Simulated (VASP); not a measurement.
Write the native input for VASP 6.6.1 that does the following.

```
Task                   : single point
Functional             : PBE
Potentials or basis    : VASP PAW PBE potentials, release 64 (Re)
Cutoff                 : 520 eV
k mesh                 : 10 × 10 × 10
Occupations            : fermi-dirac, width 0.1 eV
Spin                   : no spin polarisation
Dipole correction      : no
Further INCAR settings : ALGO = Normal; EDIFF = 1e-06; NBANDS = 10
```

The structure of Re lies in POSCAR:

```
Re
1.0
    0.0000000000      1.9750000000      1.9750000000
    1.9750000000      0.0000000000      1.9750000000
    1.9750000000      1.9750000000      0.0000000000
Re
1
Direct
    0.0000000000      0.0000000000      0.0000000000
```

These files were run (other wordings do the same):

INCAR

```
  ALGO = Normal
  EDIFF = 1E-6
  ENCUT = 520
  GGA = PE
  ISIF = 2
  ISMEAR = -1
  LASPH = T
  LCHARG = F
  LREAL = F
  LWAVE = F
  NBANDS = 10
  NELM = 100
  PREC = Accurate
  SIGMA = 0.1
```

KPOINTS

```
k-points
0
Gamma
  10 10 10
```

Potentials or basis: VASP PAW PBE potentials, release 64 (Re).

The run is started by

```sh
$ cat potpaw_PBE.64/Re/POTCAR > POTCAR
$ mpirun -np 1 vasp_std > vasp.out
```

Results of the run:

- Pressure: -9.9 GPa

Wall time 13 s on 1 thread of Intel(R) Xeon(R) Platinum 8259CL CPU @ 2.50GHz (Skylake/Cascade Lake), with other jobs on the host, peak memory 0.14 GiB.
